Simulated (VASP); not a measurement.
# La2BeSe4 (Cmmm) in VASP: single point with PBE

Aim: the single point of La2BeSe4 with PBE.

All numbers are computed with VASP 6.6.1; they aren't measurements. Logs are shortened: lines on timing, memory, paths and dates and some standing lists are left out, and cuts for length are marked.

## (1) The cell of the first run

The structure is orthorhombic, space group Cmmm (No. 65). The conventional cell has a = 8.949 Å, b = 11.577 Å, c = 3.971 Å, α = 90.00°, β = 90.00°, γ = 90.00°. Within 4.0 Å of La (site symmetry 2/m) lie 6 Se at 2.96 to 3.00 Å and 2 La at 3.97 Å. Within 3.4 Å of Be (site symmetry mmm) lie 6 Se at 2.55 to 3.06 Å. Se (site symmetry 2mm) has 2 Be at 2.55 Å and 2 La at 2.96 Å and 1 Se at 3.21 Å within 3.4 Å. Se (site symmetry m2m) has 4 La at 3.00 Å and 1 Be at 3.06 Å and 6 Se at 3.97 to 3.98 Å within 4.0 Å.

The cell was built from a structure type or drawn by symmetry, and may not be a known phase.

## (2) Single point, PBE

The input, INCAR:

```
ALGO = Normal
EDIFF = 1E-7
ENCUT = 520
GGA = PE
ISIF = 2
ISMEAR = 0
LASPH = True
LCHARG = False
LREAL = False
LWAVE = False
NBANDS = 33
NELM = 60
PREC = Accurate
SIGMA = 0.1
```

The input, KPOINTS:

```
k-points
0
Gamma
  6 6 10
```

The input, POSCAR:

```
La2BeSe4
1.0
    4.4743618045     -5.7885168988      0.0000000000
    4.4743618045      5.7885168988      0.0000000000
    0.0000000000      0.0000000000      3.9712681155
La Be Se
2 1 4
Direct
    0.5000000000      0.0000000000      0.5000000000
    0.0000000000      0.5000000000      0.5000000000
    0.0000000000      0.0000000000      0.0000000000
    0.1794416781      0.1794416781      0.5000000000
    0.8205583219      0.8205583219      0.5000000000
    0.7360991747      0.2639008253      0.0000000000
    0.2639008253      0.7360991747      0.0000000000
```

Potentials or basis: VASP PAW PBE potentials, release 64 (La, Be, Se).

Started as:

```sh
cat potpaw_PBE.64/La/POTCAR potpaw_PBE.64/Be/POTCAR potpaw_PBE.64/Se/POTCAR > POTCAR
mpirun -np 1 vasp_std > vasp.out
```

OUTCAR:

```text
EDIFF = 1E-7
   ENCUT = 520
   GGA = PE
   ISIF = 2
   ISMEAR = 0
   LASPH = True
   LREAL = False
   NELM = 60
   PREC = Accurate

 ion  position               nearest neighbor table
   1  0.500  0.000  0.500-   4 2.96   5 2.96   6 3.00   7 3.00   6 3.00   7 3.00
   2  0.000  0.500  0.500-   4 2.96   5 2.96   6 3.00   7 3.00   6 3.00   7 3.00
   3  0.000  0.000  0.000-   4 2.55   5 2.55   4 2.55   5 2.55
   4  0.179  0.179  0.500-   3 2.55   3 2.55   1 2.96   2 2.96
   5  0.821  0.821  0.500-   3 2.55   3 2.55   1 2.96   2 2.96
   6  0.736  0.264  0.000-   1 3.00   2 3.00   1 3.00   2 3.00
   7  0.264  0.736  0.000-   1 3.00   2 3.00   1 3.00   2 3.00

  LATTYP: Found a base centered orthorhombic cell.
 ALAT       =     8.9487236090
 B/A-ratio  =     1.2937078296
 C/A-ratio  =     0.4437803970

  Lattice vectors:

 A1 = (   4.4743618045,  -5.7885168988,   0.0000000000)
 A2 = (   4.4743618045,   5.7885168988,   0.0000000000)
 A3 = (   0.0000000000,   0.0000000000,   3.9712681155)

Analysis of symmetry for initial positions (statically):
=====================================================================
 Subroutine PRICEL returns:
 Original cell was already a primitive cell.

 Routine SETGRP: Setting up the symmetry group for a
 base centered orthorhombic supercell.

 Subroutine GETGRP returns: Found  8 space group operations
 (whereof  8 operations were pure point group operations)
 out of a pool of  8 trial point group operations.

The static configuration has the point symmetry D_2h.

Analysis of symmetry for dynamics (positions and initial velocities):
=====================================================================
 Subroutine PRICEL returns:
 Original cell was already a primitive cell.

 Routine SETGRP: Setting up the symmetry group for a
 base centered orthorhombic supercell.

 Subroutine GETGRP returns: Found  8 space group operations
 (whereof  8 operations were pure point group operations)
 out of a pool of  8 trial point group operations.

The dynamic configuration has the point symmetry D_2h.

 Subroutine INISYM returns: Found  8 space group operations
 (whereof  8 operations are pure point group operations),
 and found     1 'primitive' translations

----------------------------------------------------------------------------------------

                                     Primitive cell

  volume of cell :     205.7110

  direct lattice vectors                    reciprocal lattice vectors
     4.474361804 -5.788516899  0.000000000     0.111747780 -0.086377911  0.000000000
     4.474361804  5.788516899  0.000000000     0.111747780  0.086377911  0.000000000
     0.000000000  0.000000000  3.971268116     0.000000000  0.000000000  0.251808735

  length of vectors
     7.316204033  7.316204033  3.971268116     0.141239902  0.141239902  0.251808735

  position of ions in fractional coordinates (direct lattice)
     0.500000000  0.000000000  0.500000000
     0.000000000  0.500000000  0.500000000
     0.000000000  0.000000000  0.000000000
     0.179441678  0.179441678  0.500000000
     0.820558322  0.820558322  0.500000000
     0.736099175  0.263900825  0.000000000
     0.263900825  0.736099175  0.000000000

  ion indices of the primitive-cell ions
   primitive index   ion index
                 1           1
                 2           2
                 3           3
                 4           4
                 5           5
                 6           6
                 7           7

----------------------------------------------------------------------------------------

 KPOINTS: k-points

Automatic generation of k-mesh.
 Grid dimensions read from file:
 generate k-points for:    6    6   10

 Generating k-lattice:

  Cartesian coordinates                     Fractional coordinates (reciprocal lattice)
     0.018624630 -0.014396319  0.000000000     0.166666667  0.000000000  0.000000000
     0.018624630  0.014396319  0.000000000     0.000000000  0.166666667  0.000000000
     0.000000000  0.000000000  0.025180873     0.000000000  0.000000000  0.100000000

  Length of vectors
     0.023539984  0.023539984  0.025180873

  Shift w.r.t. Gamma in fractional coordinates (k-lattice)
     0.000000000  0.000000000  0.000000000

 Subroutine IBZKPT returns following result:
 ===========================================

 Found     78 irreducible k-points:

 Following reciprocal coordinates:
            Coordinates               Weight
  0.000000  0.000000  0.000000      1.000000
  0.166667  0.000000  0.000000      4.000000
  0.333333 -0.000000  0.000000      4.000000
  0.500000 -0.000000  0.000000      2.000000
  0.166667  0.166667  0.000000      2.000000
  0.333333  0.166667  0.000000      4.000000
[... 16 lines left out ...]
  0.333333  0.333333  0.100000      4.000000
  0.500000  0.333333  0.100000      8.000000
 [... further k-points ...]
   k-points           NKPTS =     78   k-points in BZ     NKDIM =     78   number of bands    NBANDS=     33
   number of dos      NEDOS =    301   number of ions     NIONS =      7
   total plane-waves  NPLWV =  87480
   dimension x,y,z NGX =    54 NGY =   54 NGZ =   30
   dimension x,y,z NGXF=   108 NGYF=  108 NGZF=   60
   ions per type =               2   1   4
   NGX,Y,Z   is equivalent  to a cutoff of  12.27, 12.27, 12.56 a.u.
   NGXF,Y,Z  is equivalent  to a cutoff of  24.54, 24.54, 25.12 a.u.
 SYSTEM =  unknown system
   PREC   = accura    normal or accurate (medium, high low for compatibility)
   ISTART =      0    job   : 0-new  1-cont  2-samecut
   ICHARG =      2    charge: 1-file 2-atom 10-const
   ISPIN  =      1    spin polarized calculation?
   LNONCOLLINEAR =      F non collinear calculations
   LSORBIT =      F    spin-orbit coupling
   LASPH  =      T    aspherical Exc in radial PAW
   ENCUT  =  520.0 eV  38.22 Ry    6.18 a.u.  13.60 13.60  7.38*2*pi/ulx,y,z
   NELM   =     60;   NELMIN=  2; NELMDL= -5     # of ELM steps
   EDIFF  = 0.1E-06   stopping-criterion for ELM
   LREAL  =      F    real-space projection
   EDIFFG = 0.1E-05   stopping-criterion for IOM
   NSW    =      0    number of steps for IOM
   IBRION =     -1    ionic relax: 0-MD 1-quasi-New 2-CG
   NFREE  =      0    steps in history (QN), initial steepest desc. (CG)
   ISIF   =      2    stress and relaxation
   ISYM   =      2    0-nonsym 1-usesym 2-fastsym
   POTIM  = 0.5000    time-step for ionic-motion
   TEBEG  =    0.0;   TEEND  =   0.0 temperature during run
   PSTRESS=    0.0 pullay stress
   NELECT =      48.0000    total number of electrons
   NUPDOWN=      -1.0000    fix difference up-down
   EMIN   =  10.00;   EMAX   =-10.00  energy-range for DOS
   EFERMI =   0.00;   METHOD = LEGACY
   ISMEAR =     0;   SIGMA  =   0.10  broadening in eV -4-tet -1-fermi 0-gaus
   EFERMI_NEDOS =   21; number of points for ismear=-14 and -15
   IALGO  =     38    algorithm
   IMIX   =      4    mixing-type and parameters
     AMIX     =   0.40;   BMIX     =  1.00
     AMIX_MAG =   1.60;   BMIX_MAG =  1.00
  volume/ion in A,a.u.               =      29.39       198.32
  Fermi-wavevector in a.u.,A,eV,Ry     =   1.007866  1.904590 13.820709  1.015793
  Thomas-Fermi vector in A             =   2.140697
   LORBIT       =      0    0 simple, 1 ext, 2 COOP (PROOUT), +10 PAW based schemes
   GGA     = PE    functional components
   LHFCALC =     F    Hartree Fock is set to
   AEXX    =    0.0000 exact exchange contribution
   IVDW    =     0    specifies the selected vdW correction
   LEPSILON=     F    determine dielectric tensor
   LRPA    =     F    only Hartree local field effects (RPA)
 non-spin polarized calculation
 Gauss-broadening in eV      SIGMA  =   0.10
  energy-cutoff  :      520.00
  volume of cell :      205.71
 maximum number of plane-waves:      5569
   NGX = 27   NGY = 27   NGZ = 15

 number of electron      47.9999998 magnetization

 Free energy of the ion-electron system (eV)
  ---------------------------------------------------
  ext. energy  EPLUGINS =         0.00000000
  ---------------------------------------------------
  free energy    TOTEN  =       -36.90806615 eV

  energy without entropy =      -36.90378112  energy(sigma->0) =      -36.90592364

 E-fermi :   3.8626     XC(G=0):  -8.6736

 val. band max:        3.8417613712   @ k =   0.1667   0.0000   0.5000
 cond. band min:       3.8898797734   @ k =   0.0000   0.0000   0.4000
 fundamental gap:      0.0481184021
 Fermi energy:         3.8625803445

 k-point     1 :       0.0000    0.0000    0.0000
  band No.  band energies     occupation
      1     -28.6896      2.00000
      2     -28.6780      2.00000
      3     -12.9315      2.00000
      4     -12.5646      2.00000
      5     -12.4468      2.00000
      6     -12.4362      2.00000
[... 25 lines left out ...]
     32       6.1995      0.00000
     33       6.2632      0.00000

 k-point     2 :       0.1667    0.0000    0.0000
  band No.  band energies     occupation
      1     -28.6888      2.00000
      2     -28.6788      2.00000
      3     -12.9034      2.00000
      4     -12.5613      2.00000
      5     -12.4726      2.00000
      6     -12.4561      2.00000
[... 25 lines left out ...]
     32       6.2062      0.00000
     33       6.2725      0.00000
[... 754 lines left out ...]
     32       6.2266      0.00000
     33       6.2669      0.00000

 k-point    24 :       0.5000    0.3333    0.1000
  band No.  band energies     occupation
      1     -28.6847      2.00000
      2     -28.6757      2.00000
      3     -12.8828      2.00000
      4     -12.5795      2.00000
      5     -12.4751      2.00000
      6     -12.4294      2.00000
[... 25 lines left out ...]
     32       6.2502      0.00000
     33       6.2698      0.00000

 [... further k-points ...]

------------------------ aborting loop because EDIFF is reached ----------------------------------------

  FORCE on cell =-STRESS in cart. coord.  units (eV):
  Direction    XX          YY          ZZ          XY          YZ          ZX
  --------------------------------------------------------------------------------------
  -------------------------------------------------------------------------------------
  Total       -0.0551844      0.0003536      0.0058553     -0.0000000      0.0000000      0.0000000
  in kB       -0.4298029      0.0027538      0.0456041     -0.0000000      0.0000000      0.0000000
  external PRESSURE =      -0.1271483 kB  Pullay stress =       0.0000000 kB

 VOLUME and BASIS-vectors are now :
 -----------------------------------------------------------------------------
  energy-cutoff  :      520.00
  volume of cell :      205.71
      direct lattice vectors                 reciprocal lattice vectors
     4.474361804 -5.788516899  0.000000000     0.111747780 -0.086377911  0.000000000
     4.474361804  5.788516899  0.000000000     0.111747780  0.086377911  0.000000000
     0.000000000  0.000000000  3.971268116     0.000000000  0.000000000  0.251808735

 POSITION                                       TOTAL-FORCE (eV/Angst)
 -----------------------------------------------------------------------------------
      2.23718     -2.89426      1.98563         0.000000     -0.000000      0.000000
      2.23718      2.89426      1.98563         0.000000     -0.000000      0.000000
      0.00000      0.00000      0.00000         0.000000     -0.000000      0.000000
      1.60577      0.00000      1.98563         0.008062     -0.000000      0.000000
      7.34295      0.00000      1.98563        -0.008062     -0.000000      0.000000
      4.47436     -2.73333      0.00000         0.000000      0.009257      0.000000
      4.47436      2.73333      0.00000         0.000000     -0.009257      0.000000
 -----------------------------------------------------------------------------------
    total drift:                                0.000000      0.000000      0.000000

  FREE ENERGIE OF THE ION-ELECTRON SYSTEM (eV)
  ---------------------------------------------------
  free  energy   TOTEN  =       -36.9080661526 eV

  energy  without entropy=      -36.9037811192  energy(sigma->0) =      -36.90592364
```

Run time: 14 min. Hardware: 1 thread of Intel Xeon 8259CL, shared host; peak memory 0.67 GiB.

What came out:

* Free energy: -36.9081 eV
* Pressure: 0.0 GPa
* Largest force: 0.009 eV/Å
* Band gap on the k mesh: zero (bands 24 and 25 overlap by 0.18 eV)

Forces on the atoms (eV/Å):
```
La   0.000  0.000  0.000
La   0.000  0.000  0.000
Be   0.000  0.000  0.000
Se   0.008  0.000  0.000
Se  -0.008  0.000  0.000
Se   0.000  0.009  0.000
Se   0.000 -0.009  0.000
```

Caveat: spin-orbit coupling is left out, which moves the levels of the heavy elements.
